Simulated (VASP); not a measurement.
# W (I4/mmm) in VASP: further runs

W is run at these levels: PBE; tasks: single point.

All numbers are computed with VASP 6.6.1; they aren't measurements. Logs are shortened: lines on timing, memory, paths and dates and some standing lists are left out, and cuts for length are marked.

## 1. The cell of the first run

The structure is tetragonal, space group I4/mmm (No. 139). Conventional cell: a = 3.470 Å, b = 3.470 Å, c = 2.707 Å, α = 90.00°, β = 90.00°, γ = 90.00°. Within 3.6 Å of W (site symmetry 4/mmm) lie 14 W at 2.71 to 3.47 Å.

## 2. Single point, PBE

Input file INCAR:

```
SYSTEM = W
ALGO = Fast
EDIFF = 1E-6
ENCUT = 520
GGA = PE
ISIF = 2
ISMEAR = 0
LASPH = .TRUE.
LCHARG = .FALSE.
LREAL = .FALSE.
LWAVE = .FALSE.
NBANDS = 13
NELM = 60
PREC = Accurate
SIGMA = 0.15
```

Input file KPOINTS:

```
k-points
0
G
  24 24 24
  0 0 0
```

Input file POSCAR:

```
W
1.0
   -1.7352216492      1.7352216492      1.3534728863
    1.7352216492     -1.7352216492      1.3534728863
    1.7352216492      1.7352216492     -1.3534728863
W
1
Direct
    0.0000000000      0.0000000000      0.0000000000
```

Potentials or basis: VASP PAW PBE potentials, release 64 (W_sv).

Launch:

```
cat potpaw_PBE.64/W_sv/POTCAR > POTCAR
mpirun -np 1 vasp_std > vasp.out
```

OUTCAR:

```text
SYSTEM = W
   EDIFF = 1E-6
   ENCUT = 520
   GGA = PE
   ISIF = 2
   ISMEAR = 0
   LASPH = .TRUE.
   LREAL = .FALSE.
   NELM = 60
   PREC = Accurate

 ion  position               nearest neighbor table
   1  0.000  0.000  0.000-

  LATTYP: Found a body centered tetragonal cell.
 ALAT       =     3.4704432984
 C/A-ratio  =     0.7800000000

  Lattice vectors:

 A1 = (  -1.7352216492,   1.7352216492,   1.3534728863)
 A2 = (   1.7352216492,  -1.7352216492,   1.3534728863)
 A3 = (   1.7352216492,   1.7352216492,  -1.3534728863)

Analysis of symmetry for initial positions (statically):
=====================================================================
 Subroutine PRICEL returns:
 Original cell was already a primitive cell.

 Routine SETGRP: Setting up the symmetry group for a
 body centered tetragonal supercell.

 Subroutine GETGRP returns: Found 16 space group operations
 (whereof 16 operations were pure point group operations)
 out of a pool of 16 trial point group operations.

The static configuration has the point symmetry D_4h.

Analysis of symmetry for dynamics (positions and initial velocities):
=====================================================================
 Subroutine PRICEL returns:
 Original cell was already a primitive cell.

 Routine SETGRP: Setting up the symmetry group for a
 body centered tetragonal supercell.

 Subroutine GETGRP returns: Found 16 space group operations
 (whereof 16 operations were pure point group operations)
 out of a pool of 16 trial point group operations.

The dynamic configuration has the point symmetry D_4h.

 Subroutine INISYM returns: Found 16 space group operations
 (whereof 16 operations are pure point group operations),
 and found     1 'primitive' translations

----------------------------------------------------------------------------------------

                                     Primitive cell

  volume of cell :      16.3012

  direct lattice vectors                    reciprocal lattice vectors
    -1.735221649  1.735221649  1.353472886     0.000000000  0.288147627  0.369420034
     1.735221649 -1.735221649  1.353472886     0.288147627  0.000000000  0.369420034
     1.735221649  1.735221649 -1.353472886     0.288147627  0.288147627  0.000000000

  length of vectors
     2.802476975  2.802476975  2.802476975     0.468508502  0.468508502  0.407502282

  position of ions in fractional coordinates (direct lattice)
     0.000000000  0.000000000  0.000000000

  ion indices of the primitive-cell ions
   primitive index   ion index
                 1           1

----------------------------------------------------------------------------------------

 KPOINTS: k-points

Automatic generation of k-mesh.
 Grid dimensions read from file:
 generate k-points for:   24   24   24

 Generating k-lattice:

  Cartesian coordinates                     Fractional coordinates (reciprocal lattice)
     0.000000000  0.012006151  0.015392501     0.041666667  0.000000000  0.000000000
     0.012006151  0.000000000  0.015392501     0.000000000  0.041666667  0.000000000
     0.012006151  0.012006151  0.000000000     0.000000000  0.000000000  0.041666667

  Length of vectors
     0.019521188  0.019521188  0.016979262

  Shift w.r.t. Gamma in fractional coordinates (k-lattice)
     0.000000000  0.000000000  0.000000000

 Subroutine IBZKPT returns following result:
 ===========================================

 Found   1063 irreducible k-points:

 Following reciprocal coordinates:
            Coordinates               Weight
  0.000000  0.000000  0.000000      1.000000
  0.041667 -0.000000  0.000000      8.000000
  0.083333 -0.000000  0.000000      8.000000
  0.125000  0.000000 -0.000000      8.000000
  0.166667 -0.000000  0.000000      8.000000
  0.208333  0.000000  0.000000      8.000000
[... 16 lines left out ...]
  0.416667  0.041667  0.000000     16.000000
  0.458333  0.041667 -0.000000     16.000000
 [... further k-points ...]
   k-points           NKPTS =   1063   k-points in BZ     NKDIM =   1063   number of bands    NBANDS=     13
   number of dos      NEDOS =    301   number of ions     NIONS =      1
   total plane-waves  NPLWV =  13824
   dimension x,y,z NGX =    24 NGY =   24 NGZ =   24
   dimension x,y,z NGXF=    48 NGYF=   48 NGZF=   48
   ions per type =               1
   NGX,Y,Z   is equivalent  to a cutoff of  14.24, 14.24, 14.24 a.u.
   NGXF,Y,Z  is equivalent  to a cutoff of  28.47, 28.47, 28.47 a.u.
 SYSTEM =  W
   PREC   = accura    normal or accurate (medium, high low for compatibility)
   ISTART =      0    job   : 0-new  1-cont  2-samecut
   ICHARG =      2    charge: 1-file 2-atom 10-const
   ISPIN  =      1    spin polarized calculation?
   LNONCOLLINEAR =      F non collinear calculations
   LSORBIT =      F    spin-orbit coupling
   LASPH  =      T    aspherical Exc in radial PAW
   ENCUT  =  520.0 eV  38.22 Ry    6.18 a.u.   5.21  5.21  5.21*2*pi/ulx,y,z
   NELM   =     60;   NELMIN=  2; NELMDL= -5     # of ELM steps
   EDIFF  = 0.1E-05   stopping-criterion for ELM
   LREAL  =      F    real-space projection
[... 7 lines left out ...]
   TEBEG  =    0.0;   TEEND  =   0.0 temperature during run
   PSTRESS=    0.0 pullay stress
   NELECT =      14.0000    total number of electrons
   NUPDOWN=      -1.0000    fix difference up-down
   EMIN   =  10.00;   EMAX   =-10.00  energy-range for DOS
   EFERMI =   0.00;   METHOD = LEGACY
   ISMEAR =     0;   SIGMA  =   0.15  broadening in eV -4-tet -1-fermi 0-gaus
   EFERMI_NEDOS =   21; number of points for ismear=-14 and -15
   IALGO  =     68    algorithm
   IMIX   =      4    mixing-type and parameters
     AMIX     =   0.40;   BMIX     =  1.00
     AMIX_MAG =   1.60;   BMIX_MAG =  1.00
  volume/ion in A,a.u.               =      16.30       110.01
  Fermi-wavevector in a.u.,A,eV,Ry     =   1.556125  2.940649 32.946829  2.421524
  Thomas-Fermi vector in A             =   2.659966
   LORBIT       =      0    0 simple, 1 ext, 2 COOP (PROOUT), +10 PAW based schemes
   GGA     = PE    functional components
   LHFCALC =     F    Hartree Fock is set to
   AEXX    =    0.0000 exact exchange contribution
   IVDW    =     0    specifies the selected vdW correction
   LEPSILON=     F    determine dielectric tensor
   LRPA    =     F    only Hartree local field effects (RPA)
 non-spin polarized calculation
 RMM-DIIS sequential band-by-band and
 Gauss-broadening in eV      SIGMA  =   0.15
  energy-cutoff  :      520.00
  volume of cell :       16.30
 maximum number of plane-waves:       453
 NGX is ok and might be reduce to    24
   NGX = 11   NGY = 11   NGZ = 11

 number of electron      14.0000001 magnetization

 Free energy of the ion-electron system (eV)
  ---------------------------------------------------
  ext. energy  EPLUGINS =         0.00000000
  ---------------------------------------------------
  free energy    TOTEN  =       -12.49155203 eV

  energy without entropy =      -12.48418730  energy(sigma->0) =      -12.48786967

 E-fermi :  10.9407     XC(G=0): -13.4534

 val. band max:       10.9395871497   @ k =  -0.2083  -0.2083   0.1667
 cond. band min:      10.9424960439   @ k =   0.4583   0.4167   0.0000
 fundamental gap:      0.0029088942
 Fermi energy:        10.9407015326

 k-point     1 :       0.0000    0.0000    0.0000
  band No.  band energies     occupation
      1     -63.1053      2.00000
      2     -26.8210      2.00000
      3     -26.8210      2.00000
      4     -26.4329      2.00000
      5       1.5864      2.00000
      6       8.0399      2.00000
      7      10.4443      2.00000
      8      11.7583      0.00000
      9      11.7583      0.00000
     10      14.7814      0.00000
     11      24.4358      0.00000
     12      24.4358      0.00000
     13      29.8475      0.00000

 k-point     2 :       0.0417   -0.0000    0.0000
  band No.  band energies     occupation
      1     -63.1026      2.00000
      2     -26.8289      2.00000
      3     -26.8270      2.00000
      4     -26.4547      2.00000
      5       1.6796      2.00000
      6       8.0772      2.00000
      7      10.4894      1.99998
      8      11.6904      0.00000
      9      11.6999      0.00000
     10      14.7040      0.00000
     11      24.6290      0.00000
     12      24.6362      0.00000
     13      29.7213      0.00000

 k-point     3 :       0.0833   -0.0000    0.0000
  band No.  band energies     occupation
      1     -63.0947      2.00000
      2     -26.8546      2.00000
      3     -26.8445      2.00000
      4     -26.5153      2.00000
      5       1.9538      2.00000
      6       8.1738      2.00000
      7      10.5857      1.99918
      8      11.5388      0.00000
      9      11.5580      0.00000
     10      14.5013      0.00000
     11      25.1823      0.00000
     12      25.1878      0.00000
     13      29.3250      0.00000
[... 305 lines left out ...]
 k-point    23 :       0.4167    0.0417    0.0000
  band No.  band energies     occupation
      1     -62.9505      2.00000
      2     -27.8934      2.00000
      3     -27.1501      2.00000
      4     -26.9280      2.00000
      5       5.1348      2.00000
      6       6.9123      2.00000
      7      11.7486      0.00000
      8      12.9402      0.00000
      9      15.8581      0.00000
     10      16.5221      0.00000
     11      22.1854      0.00000
     12      23.9690      0.00000
     13      26.0525      0.00000

 k-point    24 :       0.4583    0.0417   -0.0000
  band No.  band energies     occupation
      1     -62.9462      2.00000
      2     -27.9262      2.00000
      3     -27.1634      2.00000
      4     -26.9325      2.00000
      5       5.1010      2.00000
      6       6.8459      2.00000
      7      12.1950      0.00000
      8      12.9398      0.00000
      9      16.3467      0.00000
     10      16.6516      0.00000
     11      22.5046      0.00000
     12      22.8004      0.00000
     13      25.4047      0.00000

 [... further k-points ...]

------------------------ aborting loop because EDIFF is reached ----------------------------------------

  FORCE on cell =-STRESS in cart. coord.  units (eV):
  Direction    XX          YY          ZZ          XY          YZ          ZX
  --------------------------------------------------------------------------------------
  -------------------------------------------------------------------------------------
  Total       -0.3586173     -0.3586173      2.6894944      0.0000000     -0.0000000      0.0000000
  in kB      -35.2470112    -35.2470112    264.3393189      0.0000000     -0.0000000      0.0000000
  external PRESSURE =      64.6150988 kB  Pullay stress =       0.0000000 kB

 VOLUME and BASIS-vectors are now :
 -----------------------------------------------------------------------------
  energy-cutoff  :      520.00
  volume of cell :       16.30
      direct lattice vectors                 reciprocal lattice vectors
    -1.735221649  1.735221649  1.353472886     0.000000000  0.288147627  0.369420034
     1.735221649 -1.735221649  1.353472886     0.288147627  0.000000000  0.369420034
     1.735221649  1.735221649 -1.353472886     0.288147627  0.288147627  0.000000000

 POSITION                                       TOTAL-FORCE (eV/Angst)
 -----------------------------------------------------------------------------------
      0.00000      0.00000      0.00000         0.000000      0.000000      0.000000
 -----------------------------------------------------------------------------------
    total drift:                                0.000000      0.000000     -0.000000

  FREE ENERGIE OF THE ION-ELECTRON SYSTEM (eV)
  ---------------------------------------------------
  free  energy   TOTEN  =       -12.4915520279 eV

  energy  without entropy=      -12.4841873026  energy(sigma->0) =      -12.48786967
```

Wall time 1.9 min (1 thread of Intel Xeon 6975P-C, shared host); peak memory 0.32 GiB.

What came out:

```yaml
Free_energy: -12.4916 eV
Pressure: 6.5 GPa
Band_gap_on_the_k_mesh: zero (bands 7 and 8 overlap by 6.88 eV)
```

Caveat: the stress differs along the axes, from -4 to 26 GPa; spin-orbit coupling is left out, which moves the levels of the heavy elements.

## 3. Single point, PBE

Input file INCAR:

```
PREC = Accurate ; ENCUT = 520
EDIFF = 1E-7 ; ISMEAR = 0
SIGMA = 0.15 ; LREAL = F
LASPH = T ; NELM = 60
ALGO = Fast ; ISIF = 2
LWAVE = F ; LCHARG = T
GGA = PE ; LELF = T
LVHAR = T ; NBANDS = 13
```

Input file KPOINTS:

```
Automatic mesh
0
Gamma
  24 24 24
```

Input file POSCAR:

```
W
1.0
   -1.4635426204      1.4635426204      1.9026054066
    1.4635426204     -1.4635426204      1.9026054066
    1.4635426204      1.4635426204     -1.9026054066
W
1
Direct
    0.0000000000      0.0000000000      0.0000000000
```

Potentials or basis: VASP PAW PBE potentials, release 64 (W_sv).

Launch:

```
cat potpaw_PBE.64/W_sv/POTCAR > POTCAR
mpirun -np 1 vasp_std > vasp.out
```

It took 2.3 min on 1 thread of Intel Xeon 6975P-C, shared host; peak memory 0.33 GiB.

The run converged. Its results:

- Free energy: -12.5492 eV
- Pressure: 2.7 GPa
- Band gap on the k mesh: zero (bands 7 and 8 overlap by 4.75 eV)

Stress tensor (GPa, compression positive):
```
 10.32   0.00   0.00
  0.00  10.32   0.00
  0.00   0.00 -12.59
```

Levels at points of the mesh, in eV from the Fermi level:
```
           k point  band 5  band 6  band 7  band 8  band 9  band 10
(0.00, 0.00, 0.00)   -9.21   -1.06   -1.06    0.02    1.57     3.06
(0.50, 0.00, 0.00)   -5.82   -1.60   -0.28    0.49    4.47     5.29
(0.50, 0.50, 0.00)   -5.75   -4.61    2.36    4.71    4.99     6.13
(0.50, 0.50, 0.50)   -5.65   -4.89    4.07    4.83    5.64     5.64
```

Caveat: the stress differs along the axes, from -13 to 10 GPa; spin-orbit coupling is left out, which moves the levels of the heavy elements.
